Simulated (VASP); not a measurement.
**Te2Mo: single point with PBE**

Te2Mo:

```xyz
36
Lattice="-6.3464 3.4942 0.0000 -6.3464 -6.9884 0.0000 -0.5490 0.0000 14.8562" Properties=species:S:1:pos:R:3 pbc="T T T"
Te  -10.5263   -3.4942   13.3877
Te   -4.1798   -3.4942   13.3877
Te   -4.1798    0.0000   13.3877
Te   -9.0591   -5.2413    1.4641
Te   -9.0591   -1.7471    1.4641
Te   -2.7127   -1.7471    1.4641
Te   -7.3942   -5.2413   12.8023
Te   -7.3942   -1.7471   12.8023
Te   -7.3942    1.7471   12.8023
Te  -12.1908   -3.4942    2.0490
Te   -5.8444   -3.4942    2.0490
Te   -5.8443    0.0000    2.0490
Te  -10.2982   -1.7471    9.4823
Te   -3.9518   -1.7471    9.4823
Te   -3.9518    1.7471    9.4823
Te   -9.2919   -3.4942    5.3789
Te   -9.2919    0.0000    5.3789
Te   -2.9455    0.0000    5.3789
Te   -7.0798   -3.4942    8.8977
Te   -7.0798    0.0000    8.8977
Te   -0.7333    0.0000    8.8977
Te   -6.1664   -5.2413    5.9631
Te   -6.1664   -1.7471    5.9631
Te   -6.1665    1.7471    5.9631
Mo   -8.0404   -3.4942   14.7535
Mo   -8.0404    0.0000   14.7535
Mo   -1.6939    0.0000   14.7535
Mo   -5.1982   -5.2413    0.0970
Mo   -5.1982   -1.7471    0.0970
Mo   -5.1982    1.7471    0.0970
Mo   -8.6496   -5.2413    7.3318
Mo   -8.6496   -1.7471    7.3318
Mo   -2.3032   -1.7471    7.3318
Mo  -10.9423   -3.4942    7.5295
Mo   -4.5958   -3.4942    7.5295
Mo   -4.5958    0.0000    7.5295
```

| Item | Value |
| --- | --- |
| Program | VASP 6.6.1 |
| Task | single point |
| Functional | PBE |
| Potentials or basis | VASP PAW PBE potentials, release 64 (Te, Mo_sv) |
| Cutoff | 520 eV |
| k mesh | 2 × 1 × 1 |
| Occupations | gaussian, width 0.05 eV |
| Spin | no spin polarisation |
| Dipole correction | no |
| Further INCAR settings | LREAL = Auto; ALGO = Normal; EDIFF = 1e-07; NBANDS = 180 |

| Property | Result |
| --- | --- |
| Pressure | 0.7 GPa |
| Largest force | 0.319 eV/Å |
| Band gap on the k mesh | 0.13 eV |

Forces on the atoms (eV/Å):
```
Te  -0.001  0.024 -0.151
Te  -0.001  0.024 -0.151
Te  -0.001  0.024 -0.151
Te   0.002 -0.025  0.145
Te   0.002 -0.025  0.145
Te   0.002 -0.025  0.145
Te   0.167  0.046 -0.268
Te   0.167  0.046 -0.268
Te   0.167  0.046 -0.268
Te  -0.165 -0.047  0.258
Te  -0.165 -0.047  0.258
Te  -0.165 -0.047  0.258
Te   0.162  0.045  0.248
Te   0.162  0.045  0.248
Te   0.162  0.045  0.248
Te  -0.173 -0.045 -0.246
Te  -0.173 -0.045 -0.246
Te  -0.173 -0.045 -0.246
Te  -0.015  0.030  0.138
Te  -0.015  0.030  0.138
Te  -0.015  0.030  0.138
Te   0.024 -0.031 -0.136
Te   0.024 -0.031 -0.136
Te   0.024 -0.031 -0.136
Mo   0.201 -0.183 -0.124
Mo   0.201 -0.183 -0.124
Mo   0.201 -0.183 -0.124
Mo  -0.204  0.184  0.142
Mo  -0.204  0.184  0.142
Mo  -0.204  0.184  0.142
Mo  -0.196  0.178 -0.135
Mo  -0.196  0.178 -0.135
Mo  -0.196  0.178 -0.135
Mo   0.196 -0.177  0.129
Mo   0.196 -0.177  0.129
Mo   0.196 -0.177  0.129
```

Stress tensor (GPa, compression positive):
```
-0.89 -0.62 -0.02
-0.62  1.26  0.00
-0.02  0.00  1.79
```

Levels at points of the mesh, in eV from the valence-band top:
| k point | band 153 | band 154 | band 155 | band 156 | band 157 | band 158 | band 159 | band 160 |
| --- | --- | --- | --- | --- | --- | --- | --- | --- |
| (0.00, 0.00, 0.00) | -0.48 | -0.28 | -0.10 | 0.00 | 0.40 | 0.40 | 0.43 | 0.56 |
| (0.50, 0.00, 0.00) | -0.75 | -0.75 | -0.41 | -0.41 | 0.13 | 0.13 | 0.32 | 0.32 |

It took 18 min on 1 thread of AMD EPYC 7R13 Processor (Zen 3), with other jobs on the host, peak memory 0.88 GiB.

Caveat: the k points lie up to 0.68 Å⁻¹ apart; semilocal functionals underestimate gaps, and a narrow one can read as zero; spin-orbit coupling is left out, which moves the levels of the heavy elements; this functional lacks dispersion, which binds layers or chains, so the pressure and a relaxed spacing across them are unreliable. A k mesh can miss the band edges.
